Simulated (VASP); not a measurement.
A run of VASP 6.6.1 is set up as follows.

File INCAR:

```
SYSTEM = RbBr3
  PREC = Accurate
  ENCUT = 500
  EDIFF = 1E-6
  ISMEAR = 0
  SIGMA = 0.1
  LREAL = .False.
  LASPH = .True.
  NELM = 120
  ALGO = Normal
  ISIF = 2
  LWAVE = .False.
  LCHARG = .True.
  GGA = PE
  LELF = .True.
  LVHAR = .True.
  NBANDS = 23
  GGA_COMPAT = .False.
```

Contents of KPOINTS:

```
regular mesh
0
Gamma
  14 14 14
  0 0 0
```

File POSCAR:

```
RbBr3
1.0
   -2.2585671000      2.2585671000      6.4370042300
    2.2585671000     -2.2585671000      6.4370042300
    2.2585671000      2.2585671000     -6.4370042300
Rb Br
1 3
Direct
    0.0000000000      0.0000000000      0.0000000000
    0.7500000000      0.2500000000      0.5000000000
    0.2500000000      0.7500000000      0.5000000000
    0.5000000000      0.5000000000      0.0000000000
```

Potentials or basis: VASP PAW PBE potentials, release 64 (Rb_sv, Br).

Command:

```bash
$ cat potpaw_PBE.64/Rb_sv/POTCAR potpaw_PBE.64/Br/POTCAR > POTCAR
$ mpirun -np 1 vasp_std > vasp.out
```

(1) What does it give for the band gap on the k mesh?

(2) What does it give for the pressure?

Answers

(1) zero (bands 15 and 16 overlap by 1.02 eV).

(2) 0.7 GPa.
